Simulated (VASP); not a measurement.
**Gd: single point with r2SCAN**

Crystal: Gd.

```
Gd
1.0
     4.05000    0.00000    0.00000
     0.00000    4.05000    0.00000
     0.00000    0.00000    4.05000
Gd
2
Cartesian
  0.0000 0.0000 0.0000
  2.0250 2.0250 2.0250
```

```
Program                : VASP 6.6.1
Task                   : single point
Functional             : r2SCAN
Potentials or basis    : VASP PAW PBE potentials, release 64 (Gd)
Cutoff                 : 520 eV
k mesh                 : 5 × 5 × 5
Occupations            : methfessel-paxton, width 0.05 eV
Spin                   : collinear spin, ferromagnetic start
Starting moments       : [7.0, 7.0] μB
Dipole correction      : no
Further INCAR settings : ALGO = Normal; EDIFF = 1e-06; NBANDS = 29
```

```
Pressure                                              : -0.1 GPa
Net moment                                            : 15.73 μB per cell
Site moments                                          : Gd +7.07 μB
Valence electrons inside the program's atomic spheres : Gd 15.20
```

Levels at points of the mesh, in eV from the Fermi level:
Spin up:
| k point | band 23 | band 24 | band 25 | band 26 | band 27 | band 28 |
| --- | --- | --- | --- | --- | --- | --- |
| (0.00, 0.00, 0.00) | -5.55 | -2.15 | -2.15 | 1.31 | 1.31 | 1.31 |
Spin down:
```tsv
k point	band 6	band 7	band 8	band 9	band 10	band 11	band 12	band 13	band 14	band 15
(0.00, 0.00, 0.00)	-20.69	-20.69	-20.69	-4.16	-1.18	-1.18	1.31	1.31	1.31	1.38
```

It took 99 s on 1 thread of Intel(R) Xeon(R) 6975P-C (Granite Rapids), with other jobs on the host, peak memory 0.21 GiB.

Caveat: the PAW data sets were made with another functional, which shifts forces and pressure a little; spin-orbit coupling is left out, which moves the levels of the heavy elements. The state reached can hang on the start; a lower one may exist.
